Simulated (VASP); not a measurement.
MgNb2O4: single point with PBE

Crystal: MgNb2O4.

```
Mg Nb O
1.0
     0.00000    4.35543    4.35543
     4.35543    0.00000    4.35543
     4.35543    4.35543    0.00000
Mg Nb O
2 4 8
Cartesian
  0.0000 0.0000 0.0000
  2.1777 2.1777 2.1777
  3.2666 3.2666 5.4443
  5.4443 5.4443 5.4443
  5.4443 3.2666 3.2666
  3.2666 5.4443 3.2666
  5.4601 7.6062 5.4601
  7.6062 5.4601 5.4601
  5.4601 5.4601 7.6062
  7.6062 7.6062 7.6062
  5.4285 5.4285 3.2823
  5.4285 3.2823 5.4285
  3.2823 5.4285 5.4285
  3.2823 3.2823 3.2823
```

```json
{
  "Program": "VASP 6.6.1",
  "Task": "single point",
  "Functional": "PBE",
  "Potentials or basis": "VASP PAW PBE potentials, release 64 (Mg, Nb_sv, O)",
  "Cutoff": "520 eV",
  "k mesh": "3 × 3 × 3",
  "Occupations": "gaussian, width 0.15 eV",
  "Spin": "no spin polarisation"
}
```

The pressure is -0.3 GPa. The band gap on the k mesh is zero (band 52 reaches 8.61 eV, above the bottom of band 53 at 8.60 eV).

Forces in eV/Å, atoms in the order of the input:
```
Mg   0.000  0.000  0.000
Mg   0.000  0.000  0.000
Nb   0.000  0.000  0.000
Nb   0.000  0.000  0.000
Nb   0.000  0.000  0.000
Nb   0.000  0.000  0.000
O   -0.001  0.001 -0.001
O    0.001 -0.001 -0.001
O   -0.001 -0.001  0.001
O    0.001  0.001  0.001
O    0.001  0.001 -0.001
O    0.001 -0.001  0.001
O   -0.001  0.001  0.001
O   -0.001 -0.001 -0.001
```

Levels at points of the mesh, in eV from the Fermi level:
```
           k point  band 47  band 48  band 49  band 50  band 51  band 52  band 53  band 54  band 55  band 56
(0.00, 0.00, 0.00)    -4.29    -4.29    -1.86    -1.86    -1.65     0.06     0.06     0.06     1.43     2.07
```

Run time: 60 s on 1 thread of Intel(R) Xeon(R) Platinum 8488C (Sapphire Rapids) (shared host), peak memory 0.33 GiB.

Caveat: the k points lie up to 0.42 Å⁻¹ apart.
